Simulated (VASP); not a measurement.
# Mg2CdSe3 (I4/mmm) in VASP: single point with PBE

Aim: the single point of Mg2CdSe3 with PBE.

Program: VASP 6.6.1. These are calculated values, not measurements. Logs are shortened: lines on timing, memory, paths and dates and some standing lists are left out, and cuts for length are marked.

### Step 1. The cell of the first run

The structure is tetragonal, space group I4/mmm (No. 139). The conventional cell has a = 3.955 Å, b = 3.955 Å, c = 16.805 Å, α = 90.00°, β = 90.00°, γ = 90.00°. Mg (site symmetry 4mm) has 6 Se at 2.75 to 2.80 Å within 3.6 Å. Within 3.7 Å of Cd (site symmetry 4/mmm) lie 6 Se at 2.80 to 2.85 Å. Within 3.6 Å of Se (site symmetry 4mm) lie 5 Mg at 2.75 to 2.80 Å and 1 Cd at 2.85 Å. Within 3.7 Å of Se (site symmetry 4/mmm) lie 4 Cd at 2.80 Å and 2 Mg at 2.80 Å.

### Step 2. Single point, PBE

INCAR reads:

```
SYSTEM = Mg2CdSe3
ALGO = Normal ; EDIFF = 1E-6
ENCUT = 520 ; GGA = PE
ISIF = 2 ; ISMEAR = 0
LASPH = .True. ; LCHARG = .False.
LREAL = .False. ; LWAVE = .False.
NBANDS = 26 ; NELM = 80
PREC = Accurate ; SIGMA = 0.02
```

KPOINTS reads:

```
k-points
0
Gamma
  12 12 12
  0 0 0
```

POSCAR reads:

```
Mg2CdSe3
1.0
   -1.9776513000      1.9776513000      8.4024623000
    1.9776513000     -1.9776513000      8.4024623000
    1.9776513000      1.9776513000     -8.4024623000
Mg Cd Se
2 1 3
Direct
    0.6668930000      0.6668930000      0.0000000000
    0.3331070000      0.3331070000      0.0000000000
    0.0000000000      0.0000000000      0.0000000000
    0.8304310000      0.8304310000      0.0000000000
    0.5000000000      0.5000000000      0.0000000000
    0.1695690000      0.1695690000      0.0000000000
```

Potentials or basis: VASP PAW PBE potentials, release 64 (Mg, Cd, Se).

The run is started by

```bash
cat potpaw_PBE.64/Mg/POTCAR potpaw_PBE.64/Cd/POTCAR potpaw_PBE.64/Se/POTCAR > POTCAR
mpirun -np 1 vasp_std > vasp.out
```

OUTCAR:

```text
SYSTEM = Mg2CdSe3
   EDIFF = 1E-6
   ENCUT = 520
   GGA = PE
   ISIF = 2
   ISMEAR = 0
   LASPH = .True.
   LREAL = .False.
   NELM = 80
   PREC = Accurate

 ion  position               nearest neighbor table
   1  0.667  0.667  0.000-   4 2.75   6 2.80   6 2.80   6 2.80   6 2.80   5 2.80
   2  0.333  0.333  0.000-   6 2.75   4 2.80   4 2.80   4 2.80   4 2.80   5 2.80
   3  0.000  0.000  0.000-   5 2.80   5 2.80   5 2.80   5 2.80   6 2.85   4 2.85
   4  0.830  0.830  0.000-   1 2.75   2 2.80   2 2.80   2 2.80   2 2.80   3 2.85
   5  0.500  0.500  0.000-   3 2.80   3 2.80   3 2.80   3 2.80   2 2.80   1 2.80
   6  0.170  0.170  0.000-   2 2.75   1 2.80   1 2.80   1 2.80   1 2.80   3 2.85

  LATTYP: Found a body centered tetragonal cell.
 ALAT       =     3.9553026000
 C/A-ratio  =     4.2487076969

  Lattice vectors:

 A1 = (  -1.9776513000,   1.9776513000,   8.4024623000)
 A2 = (   1.9776513000,  -1.9776513000,   8.4024623000)
 A3 = (   1.9776513000,   1.9776513000,  -8.4024623000)

Analysis of symmetry for initial positions (statically):
=====================================================================
 Subroutine PRICEL returns:
 Original cell was already a primitive cell.

 Routine SETGRP: Setting up the symmetry group for a
 body centered tetragonal supercell.

 Subroutine GETGRP returns: Found 16 space group operations
 (whereof 16 operations were pure point group operations)
 out of a pool of 16 trial point group operations.

The static configuration has the point symmetry D_4h.

Analysis of symmetry for dynamics (positions and initial velocities):
=====================================================================
 Subroutine PRICEL returns:
 Original cell was already a primitive cell.

 Routine SETGRP: Setting up the symmetry group for a
 body centered tetragonal supercell.

 Subroutine GETGRP returns: Found 16 space group operations
 (whereof 16 operations were pure point group operations)
 out of a pool of 16 trial point group operations.

The dynamic configuration has the point symmetry D_4h.

 Subroutine INISYM returns: Found 16 space group operations
 (whereof 16 operations are pure point group operations),
 and found     1 'primitive' translations

----------------------------------------------------------------------------------------

                                     Primitive cell

  volume of cell :     131.4516

  direct lattice vectors                    reciprocal lattice vectors
    -1.977651300  1.977651300  8.402462300     0.000000000  0.252825157  0.059506366
[... 94 lines left out ...]
   EDIFF  = 0.1E-05   stopping-criterion for ELM
   LREAL  =      F    real-space projection
   EDIFFG = 0.1E-04   stopping-criterion for IOM
   NSW    =      0    number of steps for IOM
   IBRION =     -1    ionic relax: 0-MD 1-quasi-New 2-CG
   NFREE  =      0    steps in history (QN), initial steepest desc. (CG)
   ISIF   =      2    stress and relaxation
   ISYM   =      2    0-nonsym 1-usesym 2-fastsym
   POTIM  = 0.5000    time-step for ionic-motion
   TEBEG  =    0.0;   TEEND  =   0.0 temperature during run
   PSTRESS=    0.0 pullay stress
   NELECT =      34.0000    total number of electrons
   NUPDOWN=      -1.0000    fix difference up-down
   EMIN   =  10.00;   EMAX   =-10.00  energy-range for DOS
   EFERMI =   0.00;   METHOD = LEGACY
   ISMEAR =     0;   SIGMA  =   0.02  broadening in eV -4-tet -1-fermi 0-gaus
   EFERMI_NEDOS =   21; number of points for ismear=-14 and -15
   IALGO  =     38    algorithm
   IMIX   =      4    mixing-type and parameters
     AMIX     =   0.40;   BMIX     =  1.00
     AMIX_MAG =   1.60;   BMIX_MAG =  1.00
  volume/ion in A,a.u.               =      21.91       147.85
  Fermi-wavevector in a.u.,A,eV,Ry     =   1.043068  1.971112 14.803004  1.087990
  Thomas-Fermi vector in A             =   2.177761
   LORBIT       =      0    0 simple, 1 ext, 2 COOP (PROOUT), +10 PAW based schemes
   GGA     = PE    functional components
   LHFCALC =     F    Hartree Fock is set to
   AEXX    =    0.0000 exact exchange contribution
   IVDW    =     0    specifies the selected vdW correction
   LEPSILON=     F    determine dielectric tensor
   LRPA    =     F    only Hartree local field effects (RPA)
 non-spin polarized calculation
 Gauss-broadening in eV      SIGMA  =   0.02
  energy-cutoff  :      520.00
  volume of cell :      131.45
 maximum number of plane-waves:      3603
 NGX is ok and might be reduce to    70
   NGX = 33   NGY = 33   NGZ = 33

 number of electron      33.9999998 magnetization

 Free energy of the ion-electron system (eV)
  ---------------------------------------------------
  ext. energy  EPLUGINS =         0.00000000
  ---------------------------------------------------
  free energy    TOTEN  =       -20.08233067 eV

  energy without entropy =      -20.08233067  energy(sigma->0) =      -20.08233067

 E-fermi :   3.0051     XC(G=0):  -9.5797

 val. band max:        2.8754242551   @ k =   0.5000  -0.0000   0.0000
 cond. band min:       3.4680505023   @ k =   0.5000   0.5000   0.0000
 fundamental gap:      0.5926262472
 Fermi energy:         3.0050686047

 k-point     1 :       0.0000    0.0000    0.0000
  band No.  band energies     occupation
      1     -10.1173      2.00000
      2      -9.4368      2.00000
      3      -9.0675      2.00000
      4      -5.1678      2.00000
      5      -5.0700      2.00000
      6      -4.9847      2.00000
[... 685 lines left out ...]
     25       9.2396      0.00000
     26      10.0280      0.00000

 [... further k-points ...]
[... 5 lines left out ...]
  --------------------------------------------------------------------------------------
  -------------------------------------------------------------------------------------
  Total        0.0702215      0.0702215      0.0738369      0.0000000      0.0000000      0.0000000
  in kB        0.8558839      0.8558839      0.8999494      0.0000000      0.0000000      0.0000000
  external PRESSURE =       0.8705724 kB  Pullay stress =       0.0000000 kB

 VOLUME and BASIS-vectors are now :
 -----------------------------------------------------------------------------
  energy-cutoff  :      520.00
  volume of cell :      131.45
      direct lattice vectors                 reciprocal lattice vectors
    -1.977651300  1.977651300  8.402462300     0.000000000  0.252825157  0.059506366
     1.977651300 -1.977651300  8.402462300     0.252825157  0.000000000  0.059506366
     1.977651300  1.977651300 -8.402462300     0.252825157  0.252825157  0.000000000

 POSITION                                       TOTAL-FORCE (eV/Angst)
 -----------------------------------------------------------------------------------
      0.00000      0.00000     11.20709         0.000000      0.000000      0.004211
      0.00000      0.00000      5.59784         0.000000      0.000000     -0.004211
      0.00000      0.00000      0.00000         0.000000      0.000000      0.000000
      0.00000      0.00000     13.95533        -0.000000     -0.000000     -0.023811
      0.00000      0.00000      8.40246         0.000000      0.000000      0.000000
      0.00000      0.00000      2.84959        -0.000000     -0.000000      0.023811
 -----------------------------------------------------------------------------------
    total drift:                               -0.000000     -0.000000     -0.000000

  FREE ENERGIE OF THE ION-ELECTRON SYSTEM (eV)
  ---------------------------------------------------
  free  energy   TOTEN  =       -20.0823306690 eV

  energy  without entropy=      -20.0823306690  energy(sigma->0) =      -20.08233067
```

OSZICAR:

```text
N       E                     dE             d eps       ncg     rms          rms(c)
DAV:   1     0.182011496485E+03    0.18201E+03   -0.14623E+04  8492   0.113E+03
DAV:   2    -0.811860700232E+01   -0.19013E+03   -0.17944E+03 10092   0.235E+02
DAV:   3    -0.211140624363E+02   -0.12995E+02   -0.12911E+02 10364   0.609E+01
DAV:   4    -0.212337214698E+02   -0.11966E+00   -0.11954E+00 10354   0.605E+00
DAV:   5    -0.212345564512E+02   -0.83498E-03   -0.83482E-03 10696   0.516E-01    0.724E+00
DAV:   6    -0.201978398887E+02    0.10367E+01   -0.16192E+00 10152   0.103E+01    0.591E+00
DAV:   7    -0.200850531330E+02    0.11279E+00   -0.79070E-01 10452   0.422E+00    0.269E+00
DAV:   8    -0.200830119183E+02    0.20412E-02   -0.58543E-02  9392   0.218E+00    0.483E-01
DAV:   9    -0.200824845506E+02    0.52737E-03   -0.86308E-03 10456   0.945E-01    0.120E-01
DAV:  10    -0.200822887842E+02    0.19577E-03   -0.10306E-03  9520   0.315E-01    0.660E-02
DAV:  11    -0.200823667263E+02   -0.77942E-04   -0.39028E-04 10344   0.128E-01    0.296E-02
DAV:  12    -0.200823300374E+02    0.36689E-04   -0.12384E-04  9692   0.910E-02    0.104E-02
DAV:  13    -0.200823306076E+02   -0.57011E-06   -0.12388E-05 10060   0.179E-02    0.286E-03
DAV:  14    -0.200823306690E+02   -0.61480E-07   -0.25449E-07  5386   0.275E-03
   1 F= -.20082331E+02 E0= -.20082331E+02  d E =-.866256E-22
```

It took 47 min on 1 thread of Oxide Virtual Turin-like, shared host; peak memory 1 GiB.

What came out:

- Free energy: -20.0823 eV
- Pressure: 0.1 GPa
- Largest force: 0.024 eV/Å
- Band gap on the k mesh: 0.59 eV (least direct gap 1.24 eV)

Forces on the atoms (eV/Å):
```
Mg   0.000  0.000  0.004
Mg   0.000  0.000 -0.004
Cd   0.000  0.000  0.000
Se   0.000  0.000 -0.024
Se   0.000  0.000  0.000
Se   0.000  0.000  0.024
```

Levels at points of the mesh, in eV from the valence-band top:
```
           k point  band 15  band 16  band 17  band 18  band 19  band 20
(0.00, 0.00, 0.00)    -0.39    -0.37    -0.37     0.87     2.08     2.43
(0.50, 0.00, 0.00)    -0.76    -0.48     0.00     3.31     4.24     4.29
(0.50, 0.50, 0.00)    -2.53    -1.99    -1.99     0.59     2.64     3.07
(0.50, 0.50, 0.50)    -1.03    -0.69    -0.69     0.65     3.46     3.67
```

Caveat: semilocal functionals underestimate gaps, and a narrow one can read as zero. A k mesh can miss the band edges.
